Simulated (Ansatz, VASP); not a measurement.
AlN: VASP beside Ansatz

File INCAR:

```
SYSTEM = AlN
PREC = Accurate
ENCUT = 520
EDIFF = 1E-6
ISMEAR = 0
SIGMA = 0.05
LREAL = .False.
LASPH = .True.
NELM = 100
ALGO = Normal
ISIF = 2
LWAVE = .False.
LCHARG = .False.
GGA = PE
NBANDS = 26
```

The input KPOINTS:

```
regular mesh
0
Gamma
  8 8 3
  0 0 0
```

Contents of POSCAR:

```
AlN
1.0
   -3.1110021516      0.0000000000      0.0000000000
   -1.5555010758     -2.6942068945      0.0000000000
   -4.2777835085     -2.4697794602      9.9560000000
Al N
4 4
Direct
   -0.4951342917     -0.4951342917      0.9037500000
   -0.0367842917     -0.0367842917      0.4037500000
    0.5257240417      0.5257240417      0.1537500000
    0.0673740417      0.0673740417      0.6537500000
    0.2451009583      0.2451009583      0.0962500000
   -0.2132490417     -0.2132490417      0.5962500000
    0.3492592917      0.3492592917      0.3462500000
   -0.1090907083     -0.1090907083      0.8462500000
```

Input for Ansatz:

```yaml
crystal:
  lattice:
    - [-3.1110021516, 0.0, 0.0]
    - [-1.5555010758, -2.6942068945, 0.0]
    - [-4.2777835085, -2.4697794602, 9.956]
  atoms:
    - { symbol: Al, position: [-0.4951342917, -0.4951342917, 0.90375] }
    - { symbol: Al, position: [-0.0367842917, -0.0367842917, 0.40375] }
    - { symbol: Al, position: [0.5257240417, 0.5257240417, 0.15375] }
    - { symbol: Al, position: [0.0673740417, 0.0673740417, 0.65375] }
    - { symbol: "N", position: [0.2451009583, 0.2451009583, 0.09625] }
    - { symbol: "N", position: [-0.2132490417, -0.2132490417, 0.59625] }
    - { symbol: "N", position: [0.3492592917, 0.3492592917, 0.34625] }
    - { symbol: "N", position: [-0.1090907083, -0.1090907083, 0.84625] }
basis:
  ecutwfc: 420
kpoints:
  mp_grid: { grid: [8, 8, 3] }
hamiltonian:
  xc: pbe
scf:
  occupations: { method: gaussian, width: 0.05 }
output:
  forces: true
  stress: true
  eigenvalues: true
```

Alike in both runs: task single point; functional PBE; k mesh 8 × 8 × 3; occupations gaussian, width 0.05 eV; no spin polarisation.

|  | VASP | Ansatz |
| --- | --- | --- |
| version | VASP 6.6.1 | Ansatz 0.2.0 |
| potentials or method | VASP PAW PBE potentials, release 64 (Al, N), cutoff 520 eV | scalar-relativistic, plane waves, PAW |
| valence electrons in the cell | 32 | 32 |

```tsv
	VASP	Ansatz	Ansatz less VASP
gap on the k mesh at the Fermi level (eV)	3.96	3.95	-0.010
least direct gap on the mesh (eV)	3.96	3.95	-0.010
pressure (GPa)	3.5	3.7	+0.26
traceless stress, the component that is largest in VASP (GPa)	-3.71	-3.69	+0.019
rms of the force components (eV/Å)	0.291	0.290	-0.0007
```

Atom by atom the forces differ by 0.001 eV/Å (rms over components).
